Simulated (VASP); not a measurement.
# HfSi11O24 (a cell with a defect) in VASP: single point with PBE

Aim: the single point of HfSi11O24 (a cell with a defect) with PBE.

Everything below comes from runs of VASP 6.6.1. Logs are shortened: lines on timing, memory, paths and dates and some standing lists are left out, and cuts for length are marked.

**1. The cell of the first run**

The cell holds a defect, 36 atoms: a = 8.040 Å, b = 8.040 Å, c = 11.506 Å, α = 69.55°, β = 69.55°, γ = 60.00°.

**2. Single point, PBE**

Input file INCAR:

```
ALGO = Normal ; EDIFF = 1E-6
ENCUT = 520 ; GGA = PE
GGA_COMPAT = F ; ISIF = 2
ISMEAR = 0 ; LASPH = T
LCHARG = T ; LELF = T
LREAL = Auto ; LVHAR = T
LWAVE = F ; NBANDS = 123
NELM = 120 ; PREC = Accurate
SIGMA = 0.01
```

Input file KPOINTS:

```
k-points
0
Gamma
  2 2 2
```

Input file POSCAR:

```
HfSi11O24
1.0
   -4.0200394108     -6.9629125080      0.0000000000
   -8.0400788216      0.0000000000      0.0000000000
   -4.0200394108     -2.3209708360    -10.5275488500
Hf Si O
1 11 24
Direct
    0.8750000000      0.6467983559      0.3750000000
    0.6052926016      0.4216980500      0.1266925646
    0.3750000000      0.1536046277      0.8750000000
    0.1447073984      0.9036832162      0.6233074354
    0.6549297013      0.1125528309      0.3801859517
    0.4040775794      0.8474195071      0.1213109521
    0.1668412171      0.5815568510      0.8621761337
    0.9103901172      0.3168681934      0.6508256133
    0.0950702987      0.8976684839      0.3698140483
    0.8396098828      0.6280839239      0.0991743867
    0.5831587829      0.3605742018      0.8878238663
    0.3459224206      0.1228080387      0.6286890479
    0.8750000000      0.0810316041      0.3750000000
    0.6231752949      0.8168026128      0.1172295216
    0.3750000000      0.5568088164      0.8750000000
    0.1268247051      0.3072074293      0.6327704784
    0.0846657014      0.6956697091      0.3802213040
    0.8074624375      0.4465007485      0.0926851284
    0.5658699230      0.1740196369      0.8762193656
    0.3330377682      0.9282020556      0.6257285771
    0.6653342986      0.9105567144      0.3697786960
    0.4169622318      0.6369684009      0.1242714229
    0.1841300770      0.3661089255      0.8737806344
    0.9425375625      0.0966483144      0.6573148716
    0.1825395672      0.8753877217      0.4833591410
    0.9344776734      0.5637435791      0.2196197114
    0.6236169045      0.3113731060      0.0266436059
    0.4270889152      0.0698025771      0.7526340590
    0.8155223266      0.4678409639      0.5303802886
    0.5674604328      0.2912864299      0.2666408590
    0.3229110848      0.9995255513      0.9973659410
    0.1263830955      0.7116336164      0.7233563941
    0.5031205923      0.1790375632      0.5094299219
    0.2468794077      0.9415880774      0.2405700781
   -0.0158230903      0.6874440497      0.9698745564
    0.7658230903      0.3914955159      0.7801254436
```

Potentials or basis: VASP PAW PBE potentials, release 64 (Hf_pv, Si, O).

The run is started by

```bash
cat potpaw_PBE.64/Hf_pv/POTCAR potpaw_PBE.64/Si/POTCAR potpaw_PBE.64/O/POTCAR > POTCAR
mpirun -np 1 vasp_std > vasp.out
```

OUTCAR:

```text
EDIFF = 1E-6
   ENCUT = 520
   GGA = PE
   ISIF = 2
   ISMEAR = 0
   LASPH = T
   LREAL = Auto
   NELM = 120
   PREC = Accurate

 ion  position               nearest neighbor table
   1  0.875  0.647  0.375-  21 1.94  17 1.94  29 1.95  26 1.95   5 3.26   9 3.26   8 3.34  10 3.34

   2  0.605  0.422  0.127-  30 1.61  27 1.61  18 1.63  22 1.63   6 2.95  10 2.96  11 3.03   5 3.10

   3  0.375  0.154  0.875-  28 1.61  31 1.61  23 1.63  19 1.63   7 2.95  11 2.95  12 3.03   6 3.03

   4  0.145  0.904  0.623-  25 1.61  32 1.61  24 1.63  20 1.63  12 2.95   8 2.96   7 3.03   9 3.10

   5  0.655  0.113  0.380-  30 1.61  33 1.62  21 1.63  13 1.64   9 3.04  12 3.06   2 3.10   1 3.26

   6  0.404  0.847  0.121-  31 1.61  34 1.62  22 1.63  14 1.64   2 2.95  10 2.99   3 3.03   9 3.06

   7  0.167  0.582  0.862-  32 1.61  35 1.62  23 1.63  15 1.64   3 2.95  11 2.97   4 3.03  10 3.04

   8  0.910  0.317  0.651-  29 1.62  36 1.63  24 1.63  16 1.64   4 2.96  12 2.99  11 3.04   1 3.34

   9  0.095  0.898  0.370-  25 1.61  34 1.62  17 1.63  13 1.64   5 3.04   6 3.06   4 3.10   1 3.26

  10  0.840  0.628  0.099-  26 1.62  35 1.63  18 1.63  14 1.64   2 2.96   6 2.99   7 3.04   1 3.34

  11  0.583  0.361  0.888-  27 1.61  36 1.62  19 1.63  15 1.64   3 2.95   7 2.97   2 3.03   8 3.04

  12  0.346  0.123  0.629-  28 1.61  33 1.62  20 1.63  16 1.64   4 2.95   8 2.99   3 3.03   5 3.06

  13  0.875  0.081  0.375-   5 1.64   9 1.64
  14  0.623  0.817  0.117-   6 1.64  10 1.64
  15  0.375  0.557  0.875-   7 1.64  11 1.64
  16  0.127  0.307  0.633-  12 1.64   8 1.64
  17  0.085  0.696  0.380-   9 1.63   1 1.94
  18  0.807  0.447  0.093-   2 1.63  10 1.63
[... 16 lines left out ...]
  35  0.984  0.687  0.970-   7 1.62  10 1.63
  36  0.766  0.391  0.780-  11 1.62   8 1.63

  LATTYP: Found a trigonal (rhomboedric) cell.
 ALAT       =    11.5055163846
 COS(alpha) =     0.7558378240

  Lattice vectors:

 A1 = (   0.0000000000,   4.6419416720, -10.5275488500)
 A2 = (   4.0200394108,  -2.3209708360, -10.5275488500)
 A3 = (  -4.0200394108,  -2.3209708360, -10.5275488500)

Analysis of symmetry for initial positions (statically):
=====================================================================
 Subroutine PRICEL returns:
 Original cell was already a primitive cell.

 Routine SETGRP: Setting up the symmetry group for a
 trigonal (rhombohedral) supercell.

 Subroutine GETGRP returns: Found  2 space group operations
 (whereof  1 operations were pure point group operations)
 out of a pool of 12 trial point group operations.

The static configuration has the point symmetry C_1 .
 The point group associated with its full space group is C_2 .

Analysis of symmetry for dynamics (positions and initial velocities):
=====================================================================
 Subroutine PRICEL returns:
 Original cell was already a primitive cell.

 Routine SETGRP: Setting up the symmetry group for a
 trigonal (rhombohedral) supercell.

 Subroutine GETGRP returns: Found  2 space group operations
 (whereof  1 operations were pure point group operations)
 out of a pool of 12 trial point group operations.

The dynamic configuration has the point symmetry C_1 .
 The point group associated with its full space group is C_2 .

 Subroutine INISYM returns: Found  2 space group operations
 (whereof  1 operations are pure point group operations),
 and found     1 'primitive' translations

----------------------------------------------------------------------------------------

                                     Primitive cell

  volume of cell :     589.3571

  direct lattice vectors                    reciprocal lattice vectors
    -4.020039411 -6.962912508  0.000000000     0.000000000 -0.143618062  0.031662958
    -8.040078822  0.000000000  0.000000000    -0.124376890  0.071809031  0.031662958
    -4.020039411 -2.320970836-10.527548850     0.000000000  0.000000000 -0.094988873

  length of vectors
     8.040078822  8.040078822 11.505516385     0.147066960  0.147066960  0.094988873

  position of ions in fractional coordinates (direct lattice)
     0.875000000  0.646798356  0.375000000
     0.605292602  0.421698050  0.126692565
     0.375000000  0.153604628  0.875000000
     0.144707398  0.903683216  0.623307435
     0.654929701  0.112552831  0.380185952
     0.404077579  0.847419507  0.121310952
[... 28 lines left out ...]
     0.984176910  0.687444050  0.969874556
     0.765823090  0.391495516  0.780125444

  ion indices of the primitive-cell ions
   primitive index   ion index
                 1           1
                 2           2
                 3           3
                 4           4
                 5           5
                 6           6
[... 28 lines left out ...]
                35          35
                36          36

----------------------------------------------------------------------------------------

 KPOINTS: k-points

Automatic generation of k-mesh.
 Grid dimensions read from file:
 generate k-points for:    2    2    2

 Generating k-lattice:

  Cartesian coordinates                     Fractional coordinates (reciprocal lattice)
     0.000000000 -0.071809031  0.015831479     0.500000000  0.000000000 -0.000000000
    -0.062188445  0.035904515  0.015831479     0.000000000  0.500000000  0.000000000
     0.000000000  0.000000000 -0.047494436     0.000000000  0.000000000  0.500000000

  Length of vectors
     0.073533480  0.073533480  0.047494436

  Shift w.r.t. Gamma in fractional coordinates (k-lattice)
     0.000000000  0.000000000  0.000000000

 Subroutine IBZKPT returns following result:
 ===========================================

 Found      6 irreducible k-points:

 Following reciprocal coordinates:
            Coordinates               Weight
  0.000000  0.000000  0.000000      1.000000
  0.500000  0.000000 -0.000000      1.000000
  0.000000  0.500000 -0.000000      2.000000
  0.500000  0.500000 -0.000000      2.000000
  0.500000  0.000000  0.500000      1.000000
  0.000000  0.000000  0.500000      1.000000
   k-points           NKPTS =      6   k-points in BZ     NKDIM =      6   number of bands    NBANDS=    123
   number of dos      NEDOS =    301   number of ions     NIONS =     36
   total plane-waves  NPLWV = 324000
   dimension x,y,z NGX =    60 NGY =   60 NGZ =   90
   dimension x,y,z NGXF=   120 NGYF=  120 NGZF=  180
   ions per type =               1  11  24
   NGX,Y,Z   is equivalent  to a cutoff of  12.41, 12.41, 13.00 a.u.
   NGXF,Y,Z  is equivalent  to a cutoff of  24.81, 24.81, 26.01 a.u.
 SYSTEM =  unknown system
   PREC   = accura    normal or accurate (medium, high low for compatibility)
   ISTART =      0    job   : 0-new  1-cont  2-samecut
   ICHARG =      2    charge: 1-file 2-atom 10-const
   ISPIN  =      1    spin polarized calculation?
   LNONCOLLINEAR =      F non collinear calculations
   LSORBIT =      F    spin-orbit coupling
   LASPH  =      T    aspherical Exc in radial PAW
   ENCUT  =  520.0 eV  38.22 Ry    6.18 a.u.  14.95 14.95 21.39*2*pi/ulx,y,z
   NELM   =    120;   NELMIN=  2; NELMDL= -5     # of ELM steps
   EDIFF  = 0.1E-05   stopping-criterion for ELM
   LREAL  =      T    real-space projection
   EDIFFG = 0.1E-04   stopping-criterion for IOM
   NSW    =      0    number of steps for IOM
   IBRION =     -1    ionic relax: 0-MD 1-quasi-New 2-CG
   NFREE  =      0    steps in history (QN), initial steepest desc. (CG)
   ISIF   =      2    stress and relaxation
   ISYM   =      2    0-nonsym 1-usesym 2-fastsym
   POTIM  = 0.5000    time-step for ionic-motion
   TEBEG  =    0.0;   TEEND  =   0.0 temperature during run
   PSTRESS=    0.0 pullay stress
   NELECT =     198.0000    total number of electrons
   NUPDOWN=      -1.0000    fix difference up-down
   EMIN   =  10.00;   EMAX   =-10.00  energy-range for DOS
   EFERMI =   0.00;   METHOD = LEGACY
   ISMEAR =     0;   SIGMA  =   0.01  broadening in eV -4-tet -1-fermi 0-gaus
   EFERMI_NEDOS =   21; number of points for ismear=-14 and -15
   IALGO  =     38    algorithm
   IMIX   =      4    mixing-type and parameters
     AMIX     =   0.40;   BMIX     =  1.00
     AMIX_MAG =   1.60;   BMIX_MAG =  1.00
  volume/ion in A,a.u.               =      16.37       110.48
  Fermi-wavevector in a.u.,A,eV,Ry     =   1.138074  2.150647 17.622426  1.295212
  Thomas-Fermi vector in A             =   2.274778
   LORBIT       =      0    0 simple, 1 ext, 2 COOP (PROOUT), +10 PAW based schemes
   GGA     = PE    functional components
   LHFCALC =     F    Hartree Fock is set to
   AEXX    =    0.0000 exact exchange contribution
   IVDW    =     0    specifies the selected vdW correction
   LEPSILON=     F    determine dielectric tensor
   LRPA    =     F    only Hartree local field effects (RPA)
 non-spin polarized calculation
 Gauss-broadening in eV      SIGMA  =   0.01
  energy-cutoff  :      520.00
  volume of cell :      589.36
 maximum number of plane-waves:     15882
 NGX is ok and might be reduce to    60
   NGX = 29   NGY = 29   NGZ = 43

 number of electron     197.9999973 magnetization

 Free energy of the ion-electron system (eV)
  ---------------------------------------------------
  ext. energy  EPLUGINS =         0.00000000
  ---------------------------------------------------
  free energy    TOTEN  =      -289.44588591 eV

  energy without entropy =     -289.44588591  energy(sigma->0) =     -289.44588591

 E-fermi :  -0.7824     XC(G=0):  -7.8277

 val. band max:       -0.8927839201   @ k =   0.0000   0.0000   0.0000
 cond. band min:       4.5193322470   @ k =   0.0000   0.0000   0.0000
 fundamental gap:      5.4121161671
 Fermi energy:        -0.7823661313

 k-point     1 :       0.0000    0.0000    0.0000
  band No.  band energies     occupation
      1     -29.6398      2.00000
      2     -29.5938      2.00000
      3     -29.5438      2.00000
      4     -20.1853      2.00000
      5     -19.8026      2.00000
      6     -19.6752      2.00000
[... 103 lines left out ...]
    110       7.9527      0.00000
    111       8.0637      0.00000

 k-point     2 :       0.5000    0.0000   -0.0000
  band No.  band energies     occupation
      1     -29.6399      2.00000
      2     -29.5938      2.00000
      3     -29.5438      2.00000
      4     -20.0540      2.00000
      5     -19.8962      2.00000
      6     -19.7874      2.00000
[... 103 lines left out ...]
    110       7.5366      0.00000
    111       7.6864      0.00000

 k-point     3 :       0.0000    0.5000   -0.0000
  band No.  band energies     occupation
      1     -29.6399      2.00000
      2     -29.5938      2.00000
      3     -29.5438      2.00000
      4     -20.0243      2.00000
      5     -19.9483      2.00000
      6     -19.8293      2.00000
[... 103 lines left out ...]
    110       7.5431      0.00000
    111       7.6509      0.00000

 k-point     4 :       0.5000    0.5000   -0.0000
  band No.  band energies     occupation
      1     -29.6398      2.00000
      2     -29.5938      2.00000
      3     -29.5438      2.00000
      4     -19.9972      2.00000
      5     -19.9479      2.00000
      6     -19.8719      2.00000
[... 103 lines left out ...]
    110       7.8236      0.00000
    111       7.9118      0.00000

 k-point     5 :       0.5000    0.0000    0.5000
  band No.  band energies     occupation
      1     -29.6399      2.00000
      2     -29.5938      2.00000
      3     -29.5438      2.00000
      4     -20.0197      2.00000
      5     -19.9527      2.00000
      6     -19.7545      2.00000
[... 103 lines left out ...]
    110       7.6283      0.00000
    111       7.8873      0.00000

 k-point     6 :       0.0000    0.0000    0.5000
  band No.  band energies     occupation
      1     -29.6398      2.00000
      2     -29.5938      2.00000
      3     -29.5438      2.00000
      4     -20.1372      2.00000
      5     -19.9615      2.00000
      6     -19.5165      2.00000
[... 103 lines left out ...]
    110       7.9782      0.00000
    111       8.0251      0.00000
 [bands above 111 left out]

------------------------ aborting loop because EDIFF is reached ----------------------------------------

  FORCE on cell =-STRESS in cart. coord.  units (eV):
  Direction    XX          YY          ZZ          XY          YZ          ZX
  --------------------------------------------------------------------------------------
  -------------------------------------------------------------------------------------
  Total       11.3485908      4.8025483     17.1924909     -0.0000000      3.9578322     -0.0000000
  in kB       30.8513383     13.0558098     46.7380808     -0.0000000     10.7594345     -0.0000000
  external PRESSURE =      30.2150763 kB  Pullay stress =       0.0000000 kB

 VOLUME and BASIS-vectors are now :
 -----------------------------------------------------------------------------
  energy-cutoff  :      520.00
  volume of cell :      589.36
      direct lattice vectors                 reciprocal lattice vectors
    -4.020039411 -6.962912508  0.000000000     0.000000000 -0.143618062  0.031662958
    -8.040078822  0.000000000  0.000000000    -0.124376890  0.071809031  0.031662958
    -4.020039411 -2.320970836-10.527548850     0.000000000  0.000000000 -0.094988873

 POSITION                                       TOTAL-FORCE (eV/Angst)
 -----------------------------------------------------------------------------------
    -10.22536     -6.96291     -3.94783        -0.007506     -0.000000      0.000000
     -6.33309     -4.50865     -1.33376         0.058857      0.008874     -0.020088
     -6.26004     -4.64194     -9.21161         0.058544     -0.000000      0.000000
    -10.35313     -2.45426     -6.56190         0.058857     -0.008874      0.020088
     -5.06614     -5.44262     -4.00243        -0.049743      0.024570      0.001045
     -8.92540     -3.09512     -1.27711        -0.032709      0.052376     -0.007324
[... 28 lines left out ...]
    -13.38247     -9.10379    -10.21040         0.001913     -0.000590      0.004131
     -9.36243     -7.14301     -8.21281         0.001913      0.000590     -0.004131
 -----------------------------------------------------------------------------------
    total drift:                                0.015203     -0.000114      0.000060

  FREE ENERGIE OF THE ION-ELECTRON SYSTEM (eV)
  ---------------------------------------------------
  free  energy   TOTEN  =      -289.4458859118 eV

  energy  without entropy=     -289.4458859118  energy(sigma->0) =     -289.44588591
```

Run time: 24 min. Hardware: 1 thread of Intel Xeon 8259CL, shared host; peak memory 0.81 GiB.

Results:

```
Free energy            : -289.4459 eV
Pressure               : 3.0 GPa
Largest force          : 0.182 eV/Å
Band gap on the k mesh : 5.41 eV
```

Forces on the atoms (eV/Å):
```
Hf  -0.008  0.000  0.000
Si   0.059  0.009 -0.020
Si   0.059  0.000  0.000
Si   0.059 -0.009  0.020
Si  -0.050  0.025  0.001
Si  -0.033  0.052 -0.007
Si  -0.028  0.049  0.006
Si  -0.032  0.036 -0.014
Si  -0.050 -0.025 -0.001
Si  -0.032 -0.036  0.014
Si  -0.028 -0.049 -0.006
Si  -0.033 -0.052  0.007
O    0.014  0.000  0.000
O   -0.001 -0.007 -0.001
O   -0.002  0.000  0.000
O   -0.001  0.007  0.001
O    0.132  0.123  0.003
O   -0.004 -0.002  0.003
O    0.000 -0.003 -0.003
O    0.005 -0.007  0.000
O    0.132 -0.123 -0.003
O    0.005  0.007  0.000
O    0.000  0.003  0.003
O   -0.004  0.002 -0.003
O    0.000  0.007 -0.004
O   -0.088 -0.016 -0.159
O   -0.005  0.006  0.004
O   -0.001  0.010  0.001
O   -0.088  0.016  0.159
O    0.000 -0.007  0.004
O   -0.001 -0.010 -0.001
O   -0.005 -0.006 -0.004
O    0.011  0.002 -0.002
O    0.011 -0.002  0.002
O    0.002 -0.001  0.004
O    0.002  0.001 -0.004
```

Levels at points of the mesh, in eV from the valence-band top:
```tsv
k point	band 97	band 98	band 99	band 100	band 101	band 102
(0.00, 0.00, 0.00)	-0.17	-0.05	0.00	5.41	6.42	6.53
(0.50, 0.00, 0.00)	-0.20	-0.10	-0.10	6.20	6.49	6.69
(0.00, 0.50, 0.00)	-0.21	-0.11	-0.09	6.26	6.53	6.60
(0.50, 0.50, 0.00)	-0.27	-0.19	-0.04	6.27	6.53	6.71
(0.50, 0.00, 0.50)	-0.21	-0.19	-0.10	6.21	6.48	6.76
(0.00, 0.00, 0.50)	-0.15	-0.08	-0.08	5.75	6.14	6.51
```

Caveat: the k points lie up to 0.46 Å⁻¹ apart; spin-orbit coupling is left out, which moves the levels of the heavy elements.
